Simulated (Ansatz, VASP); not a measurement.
## One calculation of BP, two programs

```
CELL_PARAMETERS angstrom
0.00000 2.23685 2.23685
2.23685 0.00000 2.23685
2.23685 2.23685 0.00000
ATOMIC_POSITIONS crystal
B 0.00000 0.00000 0.00000
P 0.25000 0.25000 0.25000
```

Alike in both runs: task single point; functional PBE; k mesh 10 × 10 × 10; no spin polarisation.

```csv
,VASP,Ansatz
version,VASP 6.6.1,Ansatz 0.2.0
potentials or method,"VASP PAW PBE potentials, release 64 (B, P), cutoff 500 eV","scalar-relativistic, plane waves, PAW"
occupations,"gaussian, width 0.01 eV",fixed
valence electrons in the cell,8,8
```

```csv
,VASP,Ansatz,Ansatz less VASP
gap on the k mesh at the Fermi level (eV),1.18,1.18,+0.005
least direct gap on the mesh (eV),3.47,3.47,+0.004
pressure (GPa),8.6,8.8,+0.27
```
